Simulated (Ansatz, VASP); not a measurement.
FeSn2F12 in VASP and in Ansatz

INCAR

```
SYSTEM = FeSn2F12
PREC     = Accurate       ! precision mode
ENCUT    = 520            ! plane-wave cutoff, eV
EDIFF    = 1E-6           ! SCF threshold, eV
ISMEAR   = 0              ! smearing method
SIGMA    = 0.01           ! smearing width, eV
LREAL    = Auto         
LASPH    = .TRUE.         ! aspherical terms in the spheres
NELM     = 150            ! most SCF steps
ALGO     = Normal         ! electronic algorithm
ISIF     = 2              ! what is computed and relaxed
LWAVE    = .FALSE.        ! write WAVECAR
LCHARG   = .FALSE.        ! write CHGCAR
ISPIN    = 2              ! spin polarisation
MAGMOM   = 0 0 4 0 0 0 0 0 0 0 0 0 0 0 0 ! initial moments
LORBIT   = 11             ! projections on sites
LMAXMIX  = 4              ! l up to which the mixer works
GGA      = PE             ! functional
ISYM     = 0            
NBANDS   = 77             ! bands
```

Contents of KPOINTS:

```
regular mesh
0
G
  3 3 1
  0 0 0
```

File POSCAR:

```
FeSn2F12
1.0
   -2.0250000000      2.0250000000      3.9650000000
    2.0250000000     -2.0250000000      3.9650000000
    6.0750000000      6.0750000000    -11.8950000000
Sn Fe F
2 1 12
Direct
    0.0000000000      0.0000000000      0.0000000000
    0.0000000000      0.0000000000      0.3333333300
    0.0000000000      0.0000000000      0.6666666700
    0.2370000000      0.2370000000      0.0000000000
    0.2370000000      0.2370000000      0.3333333300
    0.2370000000      0.2370000000      0.6666666700
    0.7630000000      0.7630000000      0.0000000000
    0.7630000000      0.7630000000      0.3333333300
    0.7630000000      0.7630000000      0.6666666700
    0.5000000000      0.0000000000      0.1666666700
    0.5000000000      0.0000000000      0.5000000000
    0.5000000000      0.0000000000      0.8333333300
    0.0000000000      0.5000000000      0.1666666700
    0.0000000000      0.5000000000      0.5000000000
    0.0000000000      0.5000000000      0.8333333300
```

Input for Ansatz:

```yaml
crystal:
  lattice:
    - [-2.025, 2.025, 3.965]
    - [2.025, -2.025, 3.965]
    - [6.075, 6.075, -11.895]
  atoms:
    - { symbol: Sn, position: [0.0, 0.0, 0.0] }
    - { symbol: Sn, position: [0.0, 0.0, 0.33333333] }
    - { symbol: Fe, position: [0.0, 0.0, 0.66666667], spin: 4.0 }
    - { symbol: F, position: [0.237, 0.237, 0.0] }
    - { symbol: F, position: [0.237, 0.237, 0.33333333] }
    - { symbol: F, position: [0.237, 0.237, 0.66666667] }
    - { symbol: F, position: [0.763, 0.763, 0.0] }
    - { symbol: F, position: [0.763, 0.763, 0.33333333] }
    - { symbol: F, position: [0.763, 0.763, 0.66666667] }
    - { symbol: F, position: [0.5, 0.0, 0.16666667] }
    - { symbol: F, position: [0.5, 0.0, 0.5] }
    - { symbol: F, position: [0.5, 0.0, 0.83333333] }
    - { symbol: F, position: [0.0, 0.5, 0.16666667] }
    - { symbol: F, position: [0.0, 0.5, 0.5] }
    - { symbol: F, position: [0.0, 0.5, 0.83333333] }
  symmetry: { detect: false, time_reversal: true }
magnetization:
  spin_polarized: true
hamiltonian:
  xc: pbe
  pseudopotentials: { kind: paw }
basis:
  ecutwfc: 420
kpoints:
  mp_grid: { grid: [3, 3, 1] }
scf:
  occupations: { method: gaussian, width: 0.01 }
  lower_state_search: "off"
output:
  forces: true
  stress: true
```

Alike in both runs: task single point; functional PBE; k mesh 3 × 3 × 1; occupations gaussian, width 0.01 eV; collinear spin.

|  | VASP | Ansatz |
| --- | --- | --- |
| version | VASP 6.6.1 | Ansatz 0.2.0 |
| potentials or method | VASP PAW PBE potentials, release 64 (Sn_d, Fe, F), cutoff 520 eV | PAW, plane waves, scalar-relativistic |
| valence electrons in the cell | 120 | 128 |

Ansatz gave:

```
pressure (GPa)                                                : 1.3
traceless stress, the component that is largest in VASP (GPa) : -2.73
rms of the force components (eV/Å)                            : 0.772
net moment per atom (μB)                                      : 0.27
size of the moment on the site where the two differ most (μB) : 3.14
```

Q: Estimate VASP's values.

A: Pressure (GPa): 1.8; traceless stress, the component that is largest in VASP (GPa): -1.94; rms of the force components (eV/Å): 0.773; net moment per atom (μB): 0.27; size of the moment on the site where the two differ most (μB): 3.37.

Site moments also hang on the region over which each program counts them. Atom by atom the forces differ by 0.073 eV/Å (rms over components). VASP's potentials hold 120 valence electrons a cell and Ansatz's 128, so a difference there can come from the potentials and not from the codes.

The k mesh is coarse, so the values compare programs but aren't converged.
